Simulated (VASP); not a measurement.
Set up this calculation in VASP 6.6.1, as the native input.

```yaml
Task: single point
Functional: r2SCAN
Potentials_or_basis: VASP PAW PBE potentials, release 64 (Ba_sv, O, Ti_sv)
Cutoff: 520 eV
k_mesh: 5 × 5 × 5
Occupations: fermi-dirac, width 0.1 eV
Spin: no spin polarisation
Hubbard_terms: Ti d U = 2.0 eV
Dipole_correction: no
Further_INCAR_settings: ALGO = Normal; EDIFF = 1e-07; NBANDS = 28
```

The system is BaTiO3.

```
CELL_PARAMETERS angstrom
3.99863 0.00000 0.00000
0.00000 3.99863 0.00000
0.00000 0.00000 3.99863
ATOMIC_POSITIONS crystal
Ba 0.00000 0.00000 0.00000
O 0.50000 0.50000 0.00000
O 0.00000 0.50000 0.50000
O 0.50000 0.00000 0.50000
Ti 0.50000 0.50000 0.50000
```

One way to write it, as run:

POSCAR

```
BaTiO3
1.0
    3.9986275194      0.0000000000      0.0000000000
    0.0000000000      3.9986275194      0.0000000000
    0.0000000000      0.0000000000      3.9986275194
Ba O Ti
1 3 1
Direct
    0.0000000000      0.0000000000      0.0000000000
    0.5000000000      0.5000000000      0.0000000000
    0.0000000000      0.5000000000      0.5000000000
    0.5000000000      0.0000000000      0.5000000000
    0.5000000000      0.5000000000      0.5000000000
```

INCAR.step1

```
SYSTEM = BaTiO3
PREC     = Accurate       ! precision mode
ENCUT    = 520            ! plane-wave cutoff, eV
ISMEAR   = -1             ! smearing method
SIGMA    = 0.1            ! smearing width, eV
LREAL    = .FALSE.        ! projectors in reciprocal space
LASPH    = .TRUE.         ! aspherical terms in the spheres
NELM     = 150            ! most SCF steps
LMAXMIX  = 4              ! l up to which the mixer works
LDAU     = .TRUE.         ! DFT+U
LDAUTYPE = 2            
LDAUL    = -1 -1 2        ! shell
LDAUU    = 0 0 2          ! U, eV
LDAUJ    = 0 0 0        
NBANDS   = 28             ! bands
GGA      = PE             ! functional
ALGO     = Normal         ! electronic algorithm
EDIFF    = 1E-4           ! SCF threshold, eV
LWAVE    = .TRUE.         ! write WAVECAR
LCHARG   = .FALSE.        ! write CHGCAR
```

INCAR.step2

```
SYSTEM = BaTiO3
PREC     = Accurate       ! precision mode
ENCUT    = 520            ! plane-wave cutoff, eV
EDIFF    = 1E-7           ! SCF threshold, eV
ISMEAR   = -1             ! smearing method
SIGMA    = 0.1            ! smearing width, eV
LREAL    = .FALSE.        ! projectors in reciprocal space
LASPH    = .TRUE.         ! aspherical terms in the spheres
NELM     = 150            ! most SCF steps
ALGO     = Normal         ! electronic algorithm
ISIF     = 2              ! what is computed and relaxed
LWAVE    = .FALSE.        ! write WAVECAR
LCHARG   = .TRUE.         ! write CHGCAR
LMAXMIX  = 4              ! l up to which the mixer works
LDAU     = .TRUE.         ! DFT+U
LDAUTYPE = 2            
LDAUL    = -1 -1 2        ! shell
LDAUU    = 0 0 2          ! U, eV
LDAUJ    = 0 0 0        
LDAUPRINT= 1            
METAGGA  = R2SCAN         ! meta-GGA
LMIXTAU  = .TRUE.       
LELF     = .TRUE.         ! ELF
LVHAR    = .TRUE.       
NBANDS   = 28             ! bands
ISTART   = 1
```

KPOINTS

```
regular mesh
0
G
  5 5 5
  0 0 0
```

Potentials or basis: VASP PAW PBE potentials, release 64 (Ba_sv, O, Ti_sv).

Launch:

```console
$ cat potpaw_PBE.64/Ba_sv/POTCAR potpaw_PBE.64/O/POTCAR potpaw_PBE.64/Ti_sv/POTCAR > POTCAR
$ cp INCAR.step1 INCAR
$ mpirun -np 1 vasp_std > vasp.out
$ cp INCAR.step2 INCAR
$ mpirun -np 1 vasp_std > vasp.out
```

Results of the run:

```yaml
Pressure: 3.0 GPa
Band_gap_on_the_k_mesh: 2.51 eV (least direct gap 2.57 eV)
```

Caveat: the PAW data sets were made with another functional, which shifts forces and pressure a little; spin-orbit coupling is left out, which moves the levels of the heavy elements; an odd mesh through Γ misses points on the zone boundary, where band edges can lie.

It took 68 s on 1 thread of AMD EPYC 9R45 96-Core Processor (Zen 5) (shared host), peak memory 0.15 GiB.
